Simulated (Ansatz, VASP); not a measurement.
## VN2 in VASP and in Ansatz

```
V N
1.0
    -2.15075    2.15075    2.49135
     2.15075   -2.15075    2.49135
     2.15075    2.15075   -2.49135
V N
2 4
Cartesian
  0.0000 0.0000 1.2457
  0.0000 0.0000 3.7370
  2.6459 0.4951 0.0000
  1.6556 0.4951 2.4914
  -0.4951 1.6556 2.4914
  0.4951 1.6556 0.0000
```

Alike in both runs: task relaxation of cell and atoms; functional PBE; k mesh 12 × 12 × 12; occupations gaussian, width 0.1 eV; no spin polarisation.

|  | VASP | Ansatz |
| --- | --- | --- |
| version | VASP 6.6.1 | Ansatz 0.2.0 |
| potentials or method | VASP PAW PBE potentials, release 64 (V_sv, N), cutoff 600 eV | scalar-relativistic, plane waves, PAW |
| valence electrons in the cell | 46 | 46 |

|  | VASP | Ansatz | Ansatz less VASP |
| --- | --- | --- | --- |
| gap on the k mesh at the Fermi level, each at its own relaxed structure (eV) | none | none | - |
| relaxed volume (Å³/atom) | 7.69 | 7.68 | -0.008 |
| relaxed length of the cell vector where the two differ most in proportion (Å) | 3.931 | 3.930 | -0.0014 |

A gap of «none» marks a metal or a gap that the smearing closes.
